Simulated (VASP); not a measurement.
# BAs (F-43m) in VASP: a series of runs

BAs is run at these levels: r2SCAN; tasks: single point.

Everything below comes from runs of VASP 6.6.1. Logs are shortened: lines on timing, memory, paths and dates and some standing lists are left out, and cuts for length are marked.

## (1) The cell of the first run

It takes space group F-43m (No. 216, cubic). Conventional cell: a = 4.784 Å, b = 4.784 Å, c = 4.784 Å, α = 90.00°, β = 90.00°, γ = 90.00°. Within 2.7 Å of B (site symmetry -43m) lie 4 As at 2.07 Å. As (site symmetry -43m) has 4 B at 2.07 Å within 2.7 Å.

## (2) Single point, r2SCAN

POSCAR

```
BAs
1.0
    0.0000000000      2.3919171983      2.3919171983
    2.3919171983      0.0000000000      2.3919171983
    2.3919171983      2.3919171983      0.0000000000
B As
1 1
Direct
    0.0000000000      0.0000000000      0.0000000000
    0.2500000000      0.2500000000      0.2500000000
```

INCAR.step1

```
SYSTEM = BAs
PREC = Accurate ; ENCUT = 520
ISMEAR = 0 ; SIGMA = 0.02
LREAL = .False. ; LASPH = .True.
NELM = 80 ; NBANDS = 11
GGA = PE ; ALGO = Normal
EDIFF = 1E-4 ; LWAVE = .True.
LCHARG = .False.
```

INCAR.step2

```
SYSTEM = BAs
PREC = Accurate ; ENCUT = 520
EDIFF = 1E-6 ; ISMEAR = 0
SIGMA = 0.02 ; LREAL = .False.
LASPH = .True. ; NELM = 80
ALGO = Normal ; ISIF = 2
LWAVE = .False. ; LCHARG = .False.
METAGGA = R2SCAN ; LMIXTAU = .True.
NBANDS = 11 ; ISTART = 1
```

KPOINTS

```
Automatic mesh
0
Gamma
  10 10 10
  0 0 0
```

Potentials or basis: VASP PAW PBE potentials, release 64 (B, As).

Launch:

```sh
$ cat potpaw_PBE.64/B/POTCAR potpaw_PBE.64/As/POTCAR > POTCAR
$ cp INCAR.step1 INCAR
$ mpirun -np 1 vasp_std > vasp.out
$ cp INCAR.step2 INCAR
$ mpirun -np 1 vasp_std > vasp.out
```

OUTCAR:

```text
SYSTEM = BAs
   PREC = Accurate
   ENCUT = 520
   EDIFF = 1E-6
   ISMEAR = 0
   LREAL = .False.
   LASPH = .True.
   NELM = 80
   ISIF = 2
   METAGGA = R2SCAN
   ISTART = 1

 ion  position               nearest neighbor table
   1  0.000  0.000  0.000-   2 2.07   2 2.07   2 2.07   2 2.07
   2  0.250  0.250  0.250-   1 2.07   1 2.07   1 2.07   1 2.07

  LATTYP: Found a face centered cubic cell.
 ALAT       =     4.7838343966

  Lattice vectors:

 A1 = (   0.0000000000,   2.3919171983,   2.3919171983)
 A2 = (   2.3919171983,   0.0000000000,   2.3919171983)
 A3 = (   2.3919171983,   2.3919171983,   0.0000000000)

Analysis of symmetry for initial positions (statically):
=====================================================================
 Subroutine PRICEL returns:
 Original cell was already a primitive cell.

 Routine SETGRP: Setting up the symmetry group for a
 face centered cubic supercell.

 Subroutine GETGRP returns: Found 24 space group operations
 (whereof 24 operations were pure point group operations)
 out of a pool of 48 trial point group operations.

The static configuration has the point symmetry T_d .

Analysis of symmetry for dynamics (positions and initial velocities):
=====================================================================
 Subroutine PRICEL returns:
 Original cell was already a primitive cell.

 Routine SETGRP: Setting up the symmetry group for a
 face centered cubic supercell.

 Subroutine GETGRP returns: Found 24 space group operations
 (whereof 24 operations were pure point group operations)
 out of a pool of 48 trial point group operations.

The dynamic configuration has the point symmetry T_d .

 Subroutine INISYM returns: Found 24 space group operations
 (whereof 24 operations are pure point group operations),
 and found     1 'primitive' translations

----------------------------------------------------------------------------------------

                                     Primitive cell

  volume of cell :      27.3696

  direct lattice vectors                    reciprocal lattice vectors
     0.000000000  2.391917198  2.391917198    -0.209037336  0.209037336  0.209037336
     2.391917198  0.000000000  2.391917198     0.209037336 -0.209037336  0.209037336
     2.391917198  2.391917198  0.000000000     0.209037336  0.209037336 -0.209037336

  length of vectors
     3.382681742  3.382681742  3.382681742     0.362063287  0.362063287  0.362063287

  position of ions in fractional coordinates (direct lattice)
     0.000000000  0.000000000  0.000000000
     0.250000000  0.250000000  0.250000000

  ion indices of the primitive-cell ions
   primitive index   ion index
                 1           1
                 2           2

----------------------------------------------------------------------------------------

 KPOINTS: Automatic mesh

Automatic generation of k-mesh.
 Grid dimensions read from file:
 generate k-points for:   10   10   10

 Generating k-lattice:

  Cartesian coordinates                     Fractional coordinates (reciprocal lattice)
    -0.020903734  0.020903734  0.020903734     0.100000000  0.000000000  0.000000000
     0.020903734 -0.020903734  0.020903734     0.000000000  0.100000000  0.000000000
     0.020903734  0.020903734 -0.020903734     0.000000000  0.000000000  0.100000000

  Length of vectors
     0.036206329  0.036206329  0.036206329

  Shift w.r.t. Gamma in fractional coordinates (k-lattice)
     0.000000000  0.000000000  0.000000000

 Subroutine IBZKPT returns following result:
 ===========================================

 Found     47 irreducible k-points:

 Following reciprocal coordinates:
            Coordinates               Weight
  0.000000  0.000000  0.000000      1.000000
  0.100000  0.000000  0.000000      8.000000
  0.200000  0.000000  0.000000      8.000000
  0.300000  0.000000  0.000000      8.000000
  0.400000  0.000000  0.000000      8.000000
  0.500000  0.000000  0.000000      4.000000
[... 16 lines left out ...]
  0.300000  0.300000  0.000000      6.000000
  0.400000  0.300000  0.000000     24.000000
 [... further k-points ...]
   k-points           NKPTS =     47   k-points in BZ     NKDIM =     47   number of bands    NBANDS=     11
   number of dos      NEDOS =    301   number of ions     NIONS =      2
   total plane-waves  NPLWV =  21952
   dimension x,y,z NGX =    28 NGY =   28 NGZ =   28
   dimension x,y,z NGXF=    56 NGYF=   56 NGZF=   56
   ions per type =               1   1
   NGX,Y,Z   is equivalent  to a cutoff of  13.76, 13.76, 13.76 a.u.
   NGXF,Y,Z  is equivalent  to a cutoff of  27.52, 27.52, 27.52 a.u.
 SYSTEM =  BAs
   PREC   = accura    normal or accurate (medium, high low for compatibility)
   ISTART =      1    job   : 0-new  1-cont  2-samecut
   ICHARG =      0    charge: 1-file 2-atom 10-const
   ISPIN  =      1    spin polarized calculation?
   LNONCOLLINEAR =      F non collinear calculations
   LSORBIT =      F    spin-orbit coupling
   LASPH  =      T    aspherical Exc in radial PAW
   ENCUT  =  520.0 eV  38.22 Ry    6.18 a.u.   6.29  6.29  6.29*2*pi/ulx,y,z
   NELM   =     80;   NELMIN=  2; NELMDL=  0     # of ELM steps
   EDIFF  = 0.1E-05   stopping-criterion for ELM
   LREAL  =      F    real-space projection
   EDIFFG = 0.1E-04   stopping-criterion for IOM
   NSW    =      0    number of steps for IOM
   IBRION =     -1    ionic relax: 0-MD 1-quasi-New 2-CG
   NFREE  =      0    steps in history (QN), initial steepest desc. (CG)
   ISIF   =      2    stress and relaxation
   ISYM   =      2    0-nonsym 1-usesym 2-fastsym
   POTIM  = 0.5000    time-step for ionic-motion
   TEBEG  =    0.0;   TEEND  =   0.0 temperature during run
   PSTRESS=    0.0 pullay stress
   NELECT =       8.0000    total number of electrons
   NUPDOWN=      -1.0000    fix difference up-down
   EMIN   =  10.00;   EMAX   =-10.00  energy-range for DOS
   EFERMI =   0.00;   METHOD = LEGACY
   ISMEAR =     0;   SIGMA  =   0.02  broadening in eV -4-tet -1-fermi 0-gaus
   EFERMI_NEDOS =   21; number of points for ismear=-14 and -15
   IALGO  =     38    algorithm
   IMIX   =      4    mixing-type and parameters
     AMIX     =   0.40;   BMIX     =  1.00
     AMIX_MAG =   1.60;   BMIX_MAG =  1.00
  volume/ion in A,a.u.               =      13.68        92.35
  Fermi-wavevector in a.u.,A,eV,Ry     =   1.086464  2.053119 16.060373  1.180404
  Thomas-Fermi vector in A             =   2.222601
   LORBIT       =      0    0 simple, 1 ext, 2 COOP (PROOUT), +10 PAW based schemes
   METAGGA = R2SCAN    functional components
   LHFCALC =     F    Hartree Fock is set to
   AEXX    =    0.0000 exact exchange contribution
   IVDW    =     0    specifies the selected vdW correction
   LEPSILON=     F    determine dielectric tensor
   LRPA    =     F    only Hartree local field effects (RPA)
 non-spin polarized calculation
 Gauss-broadening in eV      SIGMA  =   0.02
  energy-cutoff  :      520.00
  volume of cell :       27.37
 maximum number of plane-waves:       754
 NGX is ok and might be reduce to    28
   NGX = 13   NGY = 13   NGZ = 13

 number of electron       8.0000000 magnetization

 Free energy of the ion-electron system (eV)
  ---------------------------------------------------
  ext. energy  EPLUGINS =         0.00000000
  ---------------------------------------------------
  free energy    TOTEN  =       -22.25610901 eV

  energy without entropy =      -22.25610901  energy(sigma->0) =      -22.25610901

 E-fermi :   6.0853     XC(G=0): -11.1139

 val. band max:        5.9758596521   @ k =   0.0000   0.0000   0.0000
 cond. band min:       7.3506069766   @ k =   0.4000   0.4000   0.0000
 fundamental gap:      1.3747473245
 Fermi energy:         6.0853151461

 k-point     1 :       0.0000    0.0000    0.0000
  band No.  band energies     occupation
      1     -10.1417      2.00000
      2       5.9759      2.00000
      3       5.9759      2.00000
      4       5.9759      2.00000
      5       9.4165      0.00000
      6       9.4165      0.00000
      7       9.4165      0.00000
      8      11.0708      0.00000
      9      16.3313      0.00000
     10      19.3998      0.00000
     11      19.3998      0.00000

 k-point     2 :       0.1000    0.0000    0.0000
  band No.  band energies     occupation
      1      -9.9699      2.00000
      2       4.5088      2.00000
      3       5.6557      2.00000
      4       5.6557      2.00000
      5       9.6414      0.00000
      6       9.8387      0.00000
      7       9.8387      0.00000
      8      11.9565      0.00000
      9      16.9832      0.00000
     10      18.3867      0.00000
     11      18.3867      0.00000

 k-point     3 :       0.2000    0.0000    0.0000
  band No.  band energies     occupation
      1      -9.4630      2.00000
      2       2.0303      2.00000
      3       5.0467      2.00000
      4       5.0467      2.00000
      5       9.4554      0.00000
      6      10.6018      0.00000
      7      10.6018      0.00000
      8      13.7000      0.00000
      9      17.6633      0.00000
     10      17.6633      0.00000
     11      17.9797      0.00000

 k-point     4 :       0.3000    0.0000    0.0000
  band No.  band energies     occupation
      1      -8.6590      2.00000
      2      -0.3685      2.00000
      3       4.5083      2.00000
      4       4.5083      2.00000
      5       9.1797      0.00000
      6      11.0336      0.00000
      7      11.0336      0.00000
      8      15.0892      0.00000
      9      18.0704      0.00000
     10      18.1495      0.00000
     11      18.1495      0.00000

 k-point     5 :       0.4000    0.0000    0.0000
  band No.  band energies     occupation
      1      -7.6966      2.00000
      2      -2.3319      2.00000
      3       4.1628      2.00000
      4       4.1628      2.00000
      5       8.9898      0.00000
      6      11.0663      0.00000
      7      11.0663      0.00000
      8      15.5412      0.00000
      9      18.8515      0.00000
     10      19.7743      0.00000
     11      19.7743      0.00000
[... 211 lines left out ...]
 k-point    21 :      -0.3000    0.2000    0.0000
  band No.  band energies     occupation
      1      -7.4704      2.00000
      2      -1.4244      2.00000
      3       1.1461      2.00000
      4       3.9083      2.00000
      5       9.7944      0.00000
      6      12.2441      0.00000
      7      12.6212      0.00000
      8      14.6804      0.00000
      9      17.1870      0.00000
     10      18.7829      0.00000
     11      22.2028      0.00000

 k-point    22 :      -0.2000    0.2000    0.0000
  band No.  band energies     occupation
      1      -8.3823      2.00000
      2       0.2201      2.00000
      3       1.7209      2.00000
      4       4.6035      2.00000
      5      10.2190      0.00000
      6      11.3716      0.00000
      7      12.3635      0.00000
      8      13.5126      0.00000
      9      16.3458      0.00000
     10      19.3715      0.00000
     11      21.0405      0.00000

 k-point    23 :       0.3000    0.3000    0.0000
  band No.  band energies     occupation
      1      -8.1327      2.00000
      2       0.4731      2.00000
      3       2.6189      2.00000
      4       2.6189      2.00000
      5       7.5663      0.00000
      6       9.9613      0.00000
      7      14.9380      0.00000
      8      14.9380      0.00000
      9      17.7366      0.00000
     10      21.6613      0.00000
     11      21.9436      0.00000

 k-point    24 :       0.4000    0.3000    0.0000
  band No.  band energies     occupation
      1      -7.3660      2.00000
      2      -0.8423      2.00000
      3       1.8101      2.00000
      4       2.3069      2.00000
      5       7.8844      0.00000
      6       9.6844      0.00000
      7      15.3604      0.00000
      8      15.5923      0.00000
      9      18.8911      0.00000
     10      22.5317      0.00000
     11      22.6938      0.00000

 [... further k-points ...]
[... 5 lines left out ...]
  --------------------------------------------------------------------------------------
  -------------------------------------------------------------------------------------
  Total        0.0420241      0.0420241      0.0420241      0.0000000      0.0000000      0.0000000
  in kB        2.4600296      2.4600296      2.4600296      0.0000000      0.0000000      0.0000000
  external PRESSURE =       2.4600296 kB  Pullay stress =       0.0000000 kB

 VOLUME and BASIS-vectors are now :
 -----------------------------------------------------------------------------
  energy-cutoff  :      520.00
  volume of cell :       27.37
      direct lattice vectors                 reciprocal lattice vectors
     0.000000000  2.391917198  2.391917198    -0.209037336  0.209037336  0.209037336
     2.391917198  0.000000000  2.391917198     0.209037336 -0.209037336  0.209037336
     2.391917198  2.391917198  0.000000000     0.209037336  0.209037336 -0.209037336

 POSITION                                       TOTAL-FORCE (eV/Angst)
 -----------------------------------------------------------------------------------
      0.00000      0.00000      0.00000         0.000000     -0.000000      0.000000
      1.19596      1.19596      1.19596        -0.000000      0.000000     -0.000000
 -----------------------------------------------------------------------------------
    total drift:                               -0.000000     -0.000000     -0.000000

  FREE ENERGIE OF THE ION-ELECTRON SYSTEM (eV)
  ---------------------------------------------------
  free  energy   TOTEN  =       -22.2561090093 eV

  energy  without entropy=      -22.2561090093  energy(sigma->0) =      -22.25610901
```

Wall time 89 s (1 thread of Intel Xeon 8259CL, shared host); peak memory 0.17 GiB.

Results:

| Quantity | Value |
| --- | --- |
| Free energy | -22.2561 eV |
| Pressure | 0.2 GPa |
| Band gap on the k mesh | 1.37 eV, indirect (least direct gap 3.44 eV) |

Levels at points of the mesh, in eV from the valence-band top:
```
           k point  band 1  band 2  band 3  band 4  band 5  band 6  band 7  band 8  band 9
(0.00, 0.00, 0.00)  -16.12    0.00    0.00    0.00    3.44    3.44    3.44    5.09   10.36
(0.50, 0.00, 0.00)  -13.11   -9.21   -1.93   -1.93    2.95    5.05    5.05    9.57   13.61
(0.50, 0.50, 0.00)  -11.68   -9.04   -4.29   -4.29    1.62    1.70   12.12   12.12   13.84
```

Caveat: the PAW data sets were made with another functional, which shifts forces and pressure a little. A k mesh can miss the band edges.

## (3) Single point, r2SCAN (volume scaled by 1.03)

POSCAR

```
BAs
1.0
    0.0000000000      2.4156010871      2.4156010871
    2.4156010871      0.0000000000      2.4156010871
    2.4156010871      2.4156010871      0.0000000000
B As
1 1
Direct
    0.0000000000      0.0000000000      0.0000000000
    0.2500000000      0.2500000000      0.2500000000
```

INCAR.step1

```
PREC = Accurate
ENCUT = 520
ISMEAR = 0
SIGMA = 0.02
LREAL = False
LASPH = True
NELM = 60
NBANDS = 11
GGA = PE
ALGO = Normal
EDIFF = 1E-4
LWAVE = True
LCHARG = False
```

INCAR.step2

```
PREC = Accurate
ENCUT = 520
EDIFF = 1E-7
ISMEAR = 0
SIGMA = 0.02
LREAL = False
LASPH = True
NELM = 60
ALGO = Normal
ISIF = 2
LWAVE = False
LCHARG = False
METAGGA = R2SCAN
LMIXTAU = True
NBANDS = 11
ISTART = 1
```

KPOINTS

```
Automatic mesh
0
Gamma
  10 10 10
```

Potentials or basis: VASP PAW PBE potentials, release 64 (B, As).

Launch:

```sh
$ cat potpaw_PBE.64/B/POTCAR potpaw_PBE.64/As/POTCAR > POTCAR
$ cp INCAR.step1 INCAR
$ mpirun -np 1 vasp_std > vasp.out
$ cp INCAR.step2 INCAR
$ mpirun -np 1 vasp_std > vasp.out
```

It took 86 s on 1 thread of Intel Xeon 8259CL, shared host; peak memory 0.17 GiB.

Results (log left out):

```yaml
Free_energy: -22.2471 eV
Pressure: -3.7 GPa
Band_gap_on_the_k_mesh: 1.41 eV, indirect (least direct gap 3.41 eV)
```

Levels at points of the mesh, in eV from the valence-band top:
```tsv
k point	band 2	band 3	band 4	band 5	band 6	band 7
(0.00, 0.00, 0.00)	0.00	0.00	0.00	3.41	3.41	3.41
(0.50, 0.00, 0.00)	-8.99	-1.88	-1.88	2.77	5.02	5.02
(0.50, 0.50, 0.00)	-8.87	-4.16	-4.16	1.65	1.72	11.83
```

Caveat: the PAW data sets were made with another functional, which shifts forces and pressure a little. A k mesh can miss the band edges.

## (4) Single point, r2SCAN (volume scaled by 1.06)

POSCAR

```
BAs
1.0
    0.0000000000      2.4388294456      2.4388294456
    2.4388294456      0.0000000000      2.4388294456
    2.4388294456      2.4388294456      0.0000000000
B As
1 1
Direct
    0.0000000000      0.0000000000      0.0000000000
    0.2500000000      0.2500000000      0.2500000000
```

INCAR.step1

```
SYSTEM = BAs
PREC = Accurate
ENCUT = 520
ISMEAR = 0
SIGMA = 0.02
LREAL = .False.
LASPH = .True.
NELM = 80
NBANDS = 11
GGA = PE
ALGO = Normal
EDIFF = 1E-4
LWAVE = .True.
LCHARG = .False.
```

INCAR.step2

```
SYSTEM = BAs
PREC = Accurate
ENCUT = 520
EDIFF = 1E-7
ISMEAR = 0
SIGMA = 0.02
LREAL = .False.
LASPH = .True.
NELM = 80
ALGO = Normal
ISIF = 2
LWAVE = .False.
LCHARG = .True.
METAGGA = R2SCAN
LMIXTAU = .True.
LELF = .True.
LVHAR = .True.
NBANDS = 11
ISTART = 1
```

KPOINTS

```
regular mesh
0
Gamma
  10 10 10
  0 0 0
```

Launch:

```sh
$ cat potpaw_PBE.64/B/POTCAR potpaw_PBE.64/As/POTCAR > POTCAR
$ cp INCAR.step1 INCAR
$ mpirun -np 1 vasp_std > vasp.out
$ cp INCAR.step2 INCAR
$ mpirun -np 1 vasp_std > vasp.out
```

It took 2.1 min on 1 thread of Intel Xeon 8259CL, shared host; peak memory 0.17 GiB.

The run converged. Its results:

```
Free energy            : -22.2192 eV
Pressure               : -7.2 GPa
Band gap on the k mesh : 1.43 eV, indirect (least direct gap 3.38 eV)
```

Levels at points of the mesh, in eV from the valence-band top:
```
           k point  band 1  band 2  band 3  band 4  band 5  band 6  band 7  band 8
(0.00, 0.00, 0.00)  -15.58    0.00    0.00    0.00    3.38    3.38    3.38    4.33
(0.50, 0.00, 0.00)  -12.78   -8.78   -1.83   -1.83    2.60    4.99    4.99    9.43
(0.50, 0.50, 0.00)  -11.45   -8.71   -4.04   -4.04    1.69    1.75   11.55   11.55
```

Caveat: the PAW data sets were made with another functional, which shifts forces and pressure a little. A k mesh can miss the band edges.

[end of part 1 of 2]
